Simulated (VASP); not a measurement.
Crystal: K4HgGe2.

```
K Hg Ge
1.0
     2.86557    4.96331    0.00000
    -2.86557    4.96331    0.00000
     0.00000   -3.30887    9.08768
K Hg Ge
4 1 2
Direct
  0.38910 0.38910 0.16730
  0.61090 0.61090 0.83270
  0.20800 0.20800 0.62400
  0.79200 0.79200 0.37600
  0.00000 0.00000 0.00000
  0.08830 0.08830 0.26490
  0.91170 0.91170 0.73510
```

| Property | Result |
| --- | --- |
| Program | VASP 6.6.1 |
| Task | relaxation of cell and atoms |
| Functional | PBE |
| Dispersion | D4 |
| Potentials or basis | VASP PAW PBE potentials, release 64 (K_sv, Hg, Ge_d) |
| Cutoff | 600 eV |
| k mesh | 4 × 4 × 4 |
| Occupations | fermi-dirac, width 0.1 eV |
| Spin | no spin polarisation |

At the start: pressure 2.3 GPa; volume 36.93 Å³/atom.

Task: Where does the relaxation end?

Result: Over 23 steps the energy falls by 38.5 meV/atom and the volume is 40.84 Å³/atom (+10.6 %); space group R-3m (No. 166, to 0.1 Å) before and after.

Step by step:
```csv
step,energy change (eV),largest force (eV/Å),pressure (GPa),volume (Å³)
1,0.0000,0.9187,2.32,258.50
2,-0.2019,0.2853,0.17,278.95
3,-0.2032,0.2167,0.31,277.13
4,-0.2180,0.1635,0.17,280.87
5,-0.2299,0.1383,-0.08,288.23
6,-0.2299,0.1375,-0.09,288.59
7,-0.2336,0.1337,-0.05,288.01
8,-0.2418,0.1217,0.08,286.27
9,-0.2435,0.3182,0.38,282.81
10,-0.2453,0.2191,0.25,284.26
11,-0.2467,0.2119,0.24,284.29
12,-0.2507,0.1906,0.22,284.39
13,-0.2571,0.1490,0.17,284.59
14,-0.2638,0.0700,0.09,284.95
15,-0.2641,0.0505,0.07,285.04
16,-0.2650,0.0453,0.05,285.45
17,-0.2670,0.0343,-0.01,286.67
18,-0.2678,0.0147,-0.13,289.13
19,-0.2679,0.0189,-0.11,288.59
20,-0.2688,0.0343,-0.04,287.56
21,-0.2688,0.0458,-0.01,287.15
22,-0.2693,0.0160,0.00,286.44
23,-0.2693,0.0090,0.01,285.85
```

Final structure:
```xyz
7
Lattice="2.9258 5.0676 0.0000 -2.9258 5.0676 0.0000 0.0000 -3.3784 9.6395" Properties=species:S:1:pos:R:3 pbc="T T T"
K     0.0000    3.3784    1.3438
K     0.0000    3.3784    8.2957
K     0.0000    0.0000    5.9983
K     0.0000    6.7568    3.6412
Hg    0.0000    0.0000    0.0000
Ge    0.0000    0.0000    2.5286
Ge    0.0000    6.7569    7.1109
```
